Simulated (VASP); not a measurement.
Input of a VASP 6.6.1 run:

Contents of INCAR:

```
SYSTEM = H2Os3
PREC     = Accurate       ! precision mode
ENCUT    = 520            ! plane-wave cutoff, eV
EDIFF    = 1E-7           ! SCF threshold, eV
ISMEAR   = 0              ! smearing method
SIGMA    = 0.1            ! smearing width, eV
LREAL    = .FALSE.        ! projectors in reciprocal space
LASPH    = .TRUE.         ! aspherical terms in the spheres
NELM     = 100            ! most SCF steps
ALGO     = Normal         ! electronic algorithm
ISIF     = 2              ! what is computed and relaxed
LWAVE    = .FALSE.        ! write WAVECAR
LCHARG   = .FALSE.        ! write CHGCAR
GGA      = PE             ! functional
NBANDS   = 21             ! bands
```

Contents of KPOINTS:

```
regular mesh
0
G
  6 6 4
  0 0 0
```

POSCAR

```
H2Os3
1.0
    3.2738284600      0.0000000000      0.0000000000
   -1.6369142300      2.8352186100      0.0000000000
    0.0000000000      0.0000000000      6.7425664800
H Os
2 3
Direct
    0.6666666700      0.3333333300      0.1328401700
    0.6666666700      0.3333333300      0.8671598300
    0.0000000000      0.0000000000      0.3472138900
    0.0000000000      0.0000000000      0.6527861100
    0.3333333300      0.6666666700      0.0000000000
```

Potentials or basis: VASP PAW PBE potentials, release 64 (H, Os).

Launch:

```sh
$ cat potpaw_PBE.64/H/POTCAR potpaw_PBE.64/Os/POTCAR > POTCAR
$ mpirun -np 1 vasp_std > vasp.out
```

Estimate the largest force.

7.054 eV/Å.

Estimate the band gap on the k mesh.

zero (bands 13 and 14 overlap by 1.74 eV).

Stress tensor (GPa, compression positive):
```
-40.81   0.00   0.00
  0.00 -40.81   0.00
  0.00   0.00  23.42
```

Caveat: the k points lie up to 0.37 Å⁻¹ apart, too coarse for converged energies and pressures of a metal; spin-orbit coupling is left out, which moves the levels of the heavy elements; forces of over 1 eV/Å act on the atoms, so gaps and moduli don't describe the material at rest.
